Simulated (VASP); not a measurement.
# PbO2 (P4_2/mnm) in VASP: notebook

Runs on PbO2. Level: PBE. Tasks: single point.

All numbers are computed with VASP 6.6.1; they aren't measurements. Logs are shortened: lines on timing, memory, paths and dates and some standing lists are left out, and cuts for length are marked.

**1. The cell of the first run**

The structure is tetragonal, space group P4_2/mnm (No. 136). Conventional cell: a = 4.984 Å, b = 4.984 Å, c = 3.510 Å, α = 90.00°, β = 90.00°, γ = 90.00°. Within 2.9 Å of Pb (site symmetry mmm) lie 6 O at 2.17 to 2.22 Å. Within 2.9 Å of O (site symmetry m2m) lie 3 Pb at 2.17 to 2.22 Å and 1 O at 2.71 Å.

**2. Single point, PBE (uniaxial z strain +3.0%)**

The input, INCAR:

```
PREC     = Accurate       # precision mode
ENCUT    = 520            # plane-wave cutoff, eV
EDIFF    = 1E-7           # SCF threshold, eV
ISMEAR   = -1             # smearing method
SIGMA    = 0.02           # smearing width, eV
LREAL    = F              # projectors in reciprocal space
LASPH    = T              # aspherical terms in the spheres
NELM     = 60             # most SCF steps
ALGO     = Normal         # electronic algorithm
ISIF     = 2              # what is computed and relaxed
LWAVE    = F              # write WAVECAR
LCHARG   = T              # write CHGCAR
GGA      = PE             # functional
LELF     = T              # ELF
LVHAR    = T            
NBANDS   = 35             # bands
```

The input, KPOINTS:

```
regular mesh
0
Gamma
  6 6 8
```

The input, POSCAR:

```
PbO2
1.0
    4.9838460811      0.0000000000      0.0000000000
    0.0000000000      4.9838460811      0.0000000000
    0.0000000000      0.0000000000      3.5098509722
Pb O
2 4
Direct
    0.0000000000      0.0000000000      0.0000000000
    0.5000000000      0.5000000000      0.5000000000
    0.3078609764      0.3078609764      0.0000000000
    0.1921390236      0.8078609764      0.5000000000
    0.8078609764      0.1921390236      0.5000000000
    0.6921390236      0.6921390236      0.0000000000
```

Potentials or basis: VASP PAW PBE potentials, release 64 (Pb_d, O).

Launch:

```console
cat potpaw_PBE.64/Pb_d/POTCAR potpaw_PBE.64/O/POTCAR > POTCAR
mpirun -np 1 vasp_std > vasp.out
```

OUTCAR:

```text
PREC = Accurate
   ENCUT = 520
   EDIFF = 1E-7
   ISMEAR = -1
   LREAL = F
   LASPH = T
   NELM = 60
   ISIF = 2
   GGA = PE

 ion  position               nearest neighbor table
   1  0.000  0.000  0.000-   3 2.17   6 2.17   5 2.22   4 2.22   4 2.22   5 2.22   2 3.94   2 3.94
                             2 3.94   2 3.94   2 3.94   2 3.94   2 3.94   2 3.94
   2  0.500  0.500  0.500-   4 2.17   5 2.17   3 2.22   6 2.22   3 2.22   6 2.22   1 3.94   1 3.94
                             1 3.94   1 3.94   1 3.94   1 3.94   1 3.94   1 3.94
   3  0.308  0.308  0.000-   1 2.17   2 2.22   2 2.22
   4  0.192  0.808  0.500-   2 2.17   1 2.22   1 2.22
   5  0.808  0.192  0.500-   2 2.17   1 2.22   1 2.22
   6  0.692  0.692  0.000-   1 2.17   2 2.22   2 2.22

  LATTYP: Found a simple tetragonal cell.
 ALAT       =     4.9838460811
 C/A-ratio  =     0.7042454592

  Lattice vectors:

 A1 = (   4.9838460811,   0.0000000000,   0.0000000000)
 A2 = (   0.0000000000,   4.9838460811,   0.0000000000)
 A3 = (   0.0000000000,   0.0000000000,   3.5098509722)

Analysis of symmetry for initial positions (statically):
=====================================================================
 Subroutine PRICEL returns:
 Original cell was already a primitive cell.

 Routine SETGRP: Setting up the symmetry group for a
 simple tetragonal supercell.

 Subroutine GETGRP returns: Found 16 space group operations
 (whereof  8 operations were pure point group operations)
 out of a pool of 16 trial point group operations.

The static configuration has the point symmetry D_2h.
 The point group associated with its full space group is D_4h.

Analysis of symmetry for dynamics (positions and initial velocities):
=====================================================================
 Subroutine PRICEL returns:
 Original cell was already a primitive cell.

 Routine SETGRP: Setting up the symmetry group for a
 simple tetragonal supercell.

 Subroutine GETGRP returns: Found 16 space group operations
 (whereof  8 operations were pure point group operations)
 out of a pool of 16 trial point group operations.

The dynamic configuration has the point symmetry D_2h.
 The point group associated with its full space group is D_4h.

 Subroutine INISYM returns: Found 16 space group operations
 (whereof  8 operations are pure point group operations),
 and found     1 'primitive' translations

----------------------------------------------------------------------------------------

                                     Primitive cell

  volume of cell :      87.1802

  direct lattice vectors                    reciprocal lattice vectors
     4.983846081  0.000000000  0.000000000     0.200648251  0.000000000  0.000000000
     0.000000000  4.983846081  0.000000000     0.000000000  0.200648251  0.000000000
     0.000000000  0.000000000  3.509850972     0.000000000  0.000000000  0.284912382

  length of vectors
     4.983846081  4.983846081  3.509850972     0.200648251  0.200648251  0.284912382

  position of ions in fractional coordinates (direct lattice)
     0.000000000  0.000000000  0.000000000
     0.500000000  0.500000000  0.500000000
     0.307860976  0.307860976  0.000000000
     0.192139024  0.807860976  0.500000000
     0.807860976  0.192139024  0.500000000
     0.692139024  0.692139024  0.000000000

  ion indices of the primitive-cell ions
   primitive index   ion index
                 1           1
                 2           2
                 3           3
                 4           4
                 5           5
                 6           6

----------------------------------------------------------------------------------------

 KPOINTS: regular mesh

Automatic generation of k-mesh.
 Grid dimensions read from file:
 generate k-points for:    6    6    8

 Generating k-lattice:

  Cartesian coordinates                     Fractional coordinates (reciprocal lattice)
     0.033441375  0.000000000  0.000000000     0.166666667  0.000000000  0.000000000
     0.000000000  0.033441375  0.000000000     0.000000000  0.166666667  0.000000000
     0.000000000  0.000000000  0.035614048     0.000000000  0.000000000  0.125000000

  Length of vectors
     0.033441375  0.033441375  0.035614048

  Shift w.r.t. Gamma in fractional coordinates (k-lattice)
     0.000000000  0.000000000  0.000000000

 Subroutine IBZKPT returns following result:
 ===========================================

 Found     50 irreducible k-points:

 Following reciprocal coordinates:
            Coordinates               Weight
  0.000000  0.000000  0.000000      1.000000
  0.166667  0.000000  0.000000      4.000000
  0.333333  0.000000  0.000000      4.000000
  0.500000  0.000000  0.000000      2.000000
  0.166667  0.166667  0.000000      4.000000
  0.333333  0.166667  0.000000      8.000000
[... 16 lines left out ...]
  0.333333  0.000000  0.250000      8.000000
  0.500000  0.000000  0.250000      4.000000
 [... further k-points ...]
   k-points           NKPTS =     50   k-points in BZ     NKDIM =     50   number of bands    NBANDS=     35
   number of dos      NEDOS =    301   number of ions     NIONS =      6
   total plane-waves  NPLWV =  44800
   dimension x,y,z NGX =    40 NGY =   40 NGZ =   28
   dimension x,y,z NGXF=    80 NGYF=   80 NGZF=   56
   ions per type =               2   4
   NGX,Y,Z   is equivalent  to a cutoff of  13.34, 13.34, 13.26 a.u.
   NGXF,Y,Z  is equivalent  to a cutoff of  26.69, 26.69, 26.52 a.u.
 SYSTEM =  unknown system
   PREC   = accura    normal or accurate (medium, high low for compatibility)
   ISTART =      0    job   : 0-new  1-cont  2-samecut
   ICHARG =      2    charge: 1-file 2-atom 10-const
   ISPIN  =      1    spin polarized calculation?
   LNONCOLLINEAR =      F non collinear calculations
   LSORBIT =      F    spin-orbit coupling
   LASPH  =      T    aspherical Exc in radial PAW
   ENCUT  =  520.0 eV  38.22 Ry    6.18 a.u.   9.27  9.27  6.53*2*pi/ulx,y,z
   NELM   =     60;   NELMIN=  2; NELMDL= -5     # of ELM steps
   EDIFF  = 0.1E-06   stopping-criterion for ELM
   LREAL  =      F    real-space projection
   EDIFFG = 0.1E-05   stopping-criterion for IOM
   NSW    =      0    number of steps for IOM
   IBRION =     -1    ionic relax: 0-MD 1-quasi-New 2-CG
   NFREE  =      0    steps in history (QN), initial steepest desc. (CG)
   ISIF   =      2    stress and relaxation
   ISYM   =      2    0-nonsym 1-usesym 2-fastsym
   POTIM  = 0.5000    time-step for ionic-motion
   TEBEG  =    0.0;   TEEND  =   0.0 temperature during run
   PSTRESS=    0.0 pullay stress
   NELECT =      52.0000    total number of electrons
   NUPDOWN=      -1.0000    fix difference up-down
   EMIN   =  10.00;   EMAX   =-10.00  energy-range for DOS
   EFERMI =   0.00;   METHOD = LEGACY
   ISMEAR =    -1;   SIGMA  =   0.02  broadening in eV -4-tet -1-fermi 0-gaus
   EFERMI_NEDOS =   21; number of points for ismear=-14 and -15
   IALGO  =     38    algorithm
   IMIX   =      4    mixing-type and parameters
     AMIX     =   0.40;   BMIX     =  1.00
     AMIX_MAG =   1.60;   BMIX_MAG =  1.00
  volume/ion in A,a.u.               =      14.53        98.05
  Fermi-wavevector in a.u.,A,eV,Ry     =   1.378066  2.604167 25.838355  1.899066
  Thomas-Fermi vector in A             =   2.503162
   LORBIT       =      0    0 simple, 1 ext, 2 COOP (PROOUT), +10 PAW based schemes
   GGA     = PE    functional components
   LHFCALC =     F    Hartree Fock is set to
   AEXX    =    0.0000 exact exchange contribution
   IVDW    =     0    specifies the selected vdW correction
   LEPSILON=     F    determine dielectric tensor
   LRPA    =     F    only Hartree local field effects (RPA)
 non-spin polarized calculation
  energy-cutoff  :      520.00
  volume of cell :       87.18
 maximum number of plane-waves:      2369
 NGX is ok and might be reduce to    40
   NGX = 19   NGY = 19   NGZ = 13

 number of electron      52.0000011 magnetization

 Free energy of the ion-electron system (eV)
  ---------------------------------------------------
  ext. energy  EPLUGINS =         0.00000000
  ---------------------------------------------------
  free energy    TOTEN  =       -31.83713896 eV

  energy without entropy =      -31.83606305  energy(sigma->0) =      -31.83660100

 E-fermi :   3.9300     XC(G=0): -10.4917

 val. band max:        3.9286985161   @ k =   0.0000   0.0000   0.1250
 cond. band min:       3.9470839305   @ k =   0.1667   0.0000   0.0000
 fundamental gap:      0.0183854144
 Fermi energy:         3.9300488731

 k-point     1 :       0.0000    0.0000    0.0000
  band No.  band energies     occupation
      1     -14.1076      2.00000
      2     -14.0534      2.00000
      3     -12.4409      2.00000
      4     -12.4409      2.00000
      5     -11.5688      2.00000
      6     -11.3984      2.00000
[... 27 lines left out ...]
     34      14.8761      0.00000
     35      15.7179      0.00000

 k-point     2 :       0.1667    0.0000    0.0000
  band No.  band energies     occupation
      1     -14.0342      2.00000
      2     -14.0042      2.00000
      3     -12.7065      2.00000
      4     -12.5948      2.00000
      5     -11.3604      2.00000
      6     -11.3602      2.00000
[... 27 lines left out ...]
     34      15.2908      0.00000
     35      15.7333      0.00000

 k-point     3 :       0.3333    0.0000    0.0000
  band No.  band energies     occupation
      1     -13.8649      2.00000
      2     -13.8402      2.00000
      3     -13.0897      2.00000
      4     -12.9355      2.00000
      5     -11.3524      2.00000
      6     -11.3519      2.00000
[... 27 lines left out ...]
     34      15.8633      0.00000
     35      16.0223      0.00000
[... 723 lines left out ...]
 k-point    23 :       0.3333    0.0000    0.2500
  band No.  band energies     occupation
      1     -13.7040      2.00000
      2     -13.6456      2.00000
      3     -13.2836      2.00000
      4     -13.2366      2.00000
      5     -11.3885      2.00000
      6     -11.2730      2.00000
[... 27 lines left out ...]
     34      15.1964      0.00000
     35      15.9493      0.00000

 k-point    24 :       0.5000    0.0000    0.2500
  band No.  band energies     occupation
      1     -13.6320      2.00000
      2     -13.6320      2.00000
      3     -13.3013      2.00000
      4     -13.3013      2.00000
      5     -11.3008      2.00000
      6     -11.3008      2.00000
[... 27 lines left out ...]
     34      15.1664      0.00000
     35      16.0590      0.00000

 [... further k-points ...]

------------------------ aborting loop because EDIFF is reached ----------------------------------------

  FORCE on cell =-STRESS in cart. coord.  units (eV):
  Direction    XX          YY          ZZ          XY          YZ          ZX
  --------------------------------------------------------------------------------------
  -------------------------------------------------------------------------------------
  Total        1.4066138      1.4066138     -0.0560804      0.0000000      0.0000000      0.0000000
  in kB       25.8504162     25.8504162     -1.0306328      0.0000000      0.0000000      0.0000000
  external PRESSURE =      16.8900666 kB  Pullay stress =       0.0000000 kB

 VOLUME and BASIS-vectors are now :
 -----------------------------------------------------------------------------
  energy-cutoff  :      520.00
  volume of cell :       87.18
      direct lattice vectors                 reciprocal lattice vectors
     4.983846081  0.000000000  0.000000000     0.200648251  0.000000000  0.000000000
     0.000000000  4.983846081  0.000000000     0.000000000  0.200648251  0.000000000
     0.000000000  0.000000000  3.509850972     0.000000000  0.000000000  0.284912382

 POSITION                                       TOTAL-FORCE (eV/Angst)
 -----------------------------------------------------------------------------------
      0.00000      0.00000      0.00000         0.000000      0.000000      0.000000
      2.49192      2.49192      1.75493         0.000000      0.000000      0.000000
      1.53433      1.53433      0.00000        -0.002201     -0.002201      0.000000
      0.95759      4.02625      1.75493         0.002201     -0.002201      0.000000
      4.02625      0.95759      1.75493        -0.002201      0.002201      0.000000
      3.44951      3.44951      0.00000         0.002201      0.002201      0.000000
 -----------------------------------------------------------------------------------
    total drift:                                0.000000      0.000000     -0.000000

  FREE ENERGIE OF THE ION-ELECTRON SYSTEM (eV)
  ---------------------------------------------------
  free  energy   TOTEN  =       -31.8371389593 eV

  energy  without entropy=      -31.8360630453  energy(sigma->0) =      -31.83660100
```

Run time: 1.7 min. Hardware: 1 thread of Intel Xeon 6975P-C (Granite Rapids), shared host; peak memory 0.27 GiB.

Results:

| Item | Value |
| --- | --- |
| Free energy | -31.8371 eV |
| Pressure | 1.7 GPa |
| Largest force | 0.003 eV/Å |
| Band gap on the k mesh | 0.02 eV, indirect (least direct gap 0.03 eV) |

Forces on the atoms (eV/Å):
```
Pb   0.000  0.000  0.000
Pb   0.000  0.000  0.000
O   -0.002 -0.002  0.000
O    0.002 -0.002  0.000
O   -0.002  0.002  0.000
O    0.002  0.002  0.000
```

Caveat: the cell differs from its parent crystal (uniaxial z strain +3.0%); spin-orbit coupling is left out, which moves the levels of the heavy elements.

**3. Single point, PBE (uniaxial z strain +4.0%)**

The input, INCAR:

```
  ALGO = Normal
  EDIFF = 1E-6
  ENCUT = 520
  GGA = PE
  ISIF = 2
  ISMEAR = -1
  LASPH = T
  LCHARG = T
  LELF = T
  LREAL = F
  LVHAR = T
  LWAVE = F
  NBANDS = 35
  NELM = 60
  PREC = Accurate
  SIGMA = 0.02
```

The input, KPOINTS:

```
k-points
0
Gamma
  6 6 8
```

The input, POSCAR:

```
PbO2
1.0
    4.9838460811      0.0000000000      0.0000000000
    0.0000000000      4.9838460811      0.0000000000
    0.0000000000      0.0000000000      3.5439271952
Pb O
2 4
Direct
    0.0000000000      0.0000000000      0.0000000000
    0.5000000000      0.5000000000      0.5000000000
    0.3079107690      0.3079107690      0.0000000000
    0.1920892310      0.8079107690      0.5000000000
    0.8079107690      0.1920892310      0.5000000000
    0.6920892310      0.6920892310      0.0000000000
```

Potentials or basis: VASP PAW PBE potentials, release 64 (Pb_d, O).

Launch:

```console
cat potpaw_PBE.64/Pb_d/POTCAR potpaw_PBE.64/O/POTCAR > POTCAR
mpirun -np 1 vasp_std > vasp.out
```

OUTCAR:

```text
EDIFF = 1E-6
   ENCUT = 520
   GGA = PE
   ISIF = 2
   ISMEAR = -1
   LASPH = T
   LREAL = F
   NELM = 60
   PREC = Accurate

 ion  position               nearest neighbor table
   1  0.000  0.000  0.000-   3 2.17   6 2.17   5 2.23   4 2.23   4 2.23   5 2.23   2 3.94   2 3.94
                             2 3.94   2 3.94   2 3.94   2 3.94   2 3.94   2 3.94
   2  0.500  0.500  0.500-   4 2.17   5 2.17   3 2.23   6 2.23   3 2.23   6 2.23   1 3.94   1 3.94
                             1 3.94   1 3.94   1 3.94   1 3.94   1 3.94   1 3.94
[... 1125 lines left out ...]
  -------------------------------------------------------------------------------------
  Total        0.8289101      0.8289101     -1.1830678      0.0000000      0.0000000      0.0000000
  in kB       15.0870376     15.0870376    -21.5330817      0.0000000      0.0000000      0.0000000
  external PRESSURE =       2.8803311 kB  Pullay stress =       0.0000000 kB

 VOLUME and BASIS-vectors are now :
 -----------------------------------------------------------------------------
  energy-cutoff  :      520.00
  volume of cell :       88.03
      direct lattice vectors                 reciprocal lattice vectors
     4.983846081  0.000000000  0.000000000     0.200648251  0.000000000  0.000000000
     0.000000000  4.983846081  0.000000000     0.000000000  0.200648251  0.000000000
     0.000000000  0.000000000  3.543927195     0.000000000  0.000000000  0.282172840

 POSITION                                       TOTAL-FORCE (eV/Angst)
 -----------------------------------------------------------------------------------
      0.00000      0.00000      0.00000        -0.000000      0.000000      0.000000
      2.49192      2.49192      1.77196        -0.000000      0.000000      0.000000
      1.53458      1.53458      0.00000         0.006878      0.006878      0.000000
      0.95734      4.02650      1.77196        -0.006878      0.006878      0.000000
      4.02650      0.95734      1.77196         0.006878     -0.006878      0.000000
      3.44927      3.44927      0.00000        -0.006878     -0.006878      0.000000
 -----------------------------------------------------------------------------------
    total drift:                               -0.000000      0.000000     -0.000000

  FREE ENERGIE OF THE ION-ELECTRON SYSTEM (eV)
  ---------------------------------------------------
  free  energy   TOTEN  =       -31.8322882057 eV

  energy  without entropy=      -31.8310339797  energy(sigma->0) =      -31.83166109
```

OSZICAR:

```text
N       E                     dE             d eps       ncg     rms          rms(c)
DAV:   1     0.675474374060E+03    0.67547E+03   -0.25756E+04  3516   0.178E+03
DAV:   2     0.558929527901E+02   -0.61958E+03   -0.58796E+03  3803   0.492E+02
DAV:   3    -0.328384783045E+02   -0.88731E+02   -0.85953E+02  4183   0.205E+02
DAV:   4    -0.373384093694E+02   -0.44999E+01   -0.44571E+01  4424   0.485E+01
DAV:   5    -0.374980186091E+02   -0.15961E+00   -0.15922E+00  4637   0.931E+00    0.139E+01
DAV:   6    -0.318665018664E+02    0.56315E+01   -0.17991E+01  5284   0.494E+01    0.468E+00
DAV:   7    -0.318661213245E+02    0.38054E-03   -0.17037E+00  4289   0.989E+00    0.279E+00
DAV:   8    -0.318580146351E+02    0.81067E-02   -0.40442E-01  5407   0.554E+00    0.121E+00
DAV:   9    -0.318304882150E+02    0.27526E-01   -0.77246E-02  5300   0.347E+00    0.140E-01
DAV:  10    -0.318324724552E+02   -0.19842E-02   -0.12584E-02  3815   0.661E-01    0.159E-01
DAV:  11    -0.318323193216E+02    0.15313E-03   -0.44166E-04  5633   0.193E-01    0.641E-02
DAV:  12    -0.318322885022E+02    0.30819E-04   -0.11257E-04  4238   0.785E-02    0.156E-02
DAV:  13    -0.318322882057E+02    0.29650E-06   -0.53886E-06  4377   0.279E-02
   1 F= -.31832288E+02 E0= -.31831661E+02  d E =-.125423E-02
```

stdout:

```text
POSCAR found type information on POSCAR PbO
 POSCAR found :  2 types and       6 ions
 scaLAPACK will be used
 LDA part: xc-table for (Slater+PW92), standard interpolation
 POSCAR, INCAR and KPOINTS ok, starting setup
 FFT: planning ... GRIDC
 FFT: planning ... GRID_SOFT
 FFT: planning ... GRID
 WAVECAR not read
 entering main loop
```

It took 98 s on 1 thread of Intel Xeon 6975P-C (Granite Rapids), shared host; peak memory 0.26 GiB.

Results:

| Item | Value |
| --- | --- |
| Free energy | -31.8323 eV |
| Pressure | 0.3 GPa |
| Largest force | 0.010 eV/Å |
| Band gap on the k mesh | 0.05 eV, direct |

Forces in eV/Å, atoms in the order of the input:
```
Pb   0.000  0.000  0.000
Pb   0.000  0.000  0.000
O    0.007  0.007  0.000
O   -0.007  0.007  0.000
O    0.007 -0.007  0.000
O   -0.007 -0.007  0.000
```

Stress tensor (GPa, compression positive):
```
 1.51  0.00  0.00
 0.00  1.51  0.00
 0.00  0.00 -2.15
```

Caveat: the cell differs from its parent crystal (uniaxial z strain +4.0%); spin-orbit coupling is left out, which moves the levels of the heavy elements. A k mesh can miss the band edges.
